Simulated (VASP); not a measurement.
Crystal: Na2N.

```
Na N
1.0
     3.36626    0.00000    0.00000
    -1.68313    2.91526    0.00000
     0.00000    0.00000    5.70652
Na N
2 1
Direct
  0.66667 0.33333 0.71756
  0.33333 0.66667 0.28244
  0.00000 0.00000 0.50000
```

The cell was generated, and may not be a known phase.

Base run:

- Program: VASP 6.6.1
- Functional: PBE
- Potentials or basis: VASP PAW PBE potentials, release 64 (Na_pv, N)
- Cutoff: 520 eV
- k mesh: 6 × 6 × 4
- Occupations: gaussian, width 0.1 eV
- Spin: collinear spin, ferromagnetic start
- Starting moments: [0.0, 0.0, 1.0] μB

Its results: pressure 5.3 GPa; largest force 0.083 eV/Å.

The run is repeated on the same cell with these changes: spin from collinear spin, ferromagnetic start to no spin polarisation; further incar settings from ALGO = Normal; EDIFF = 1e-06; NBANDS = 20 to ALGO = Normal; EDIFF = 1e-06; NBANDS = 16. What comes out?

Pressure 4.7 GPa; largest force 0.014 eV/Å.

Caveats: the stress differs along the axes, from 2 to 7 GPa (at least some runs); the stress differs along the axes, from 1 to 7 GPa (at least some runs).
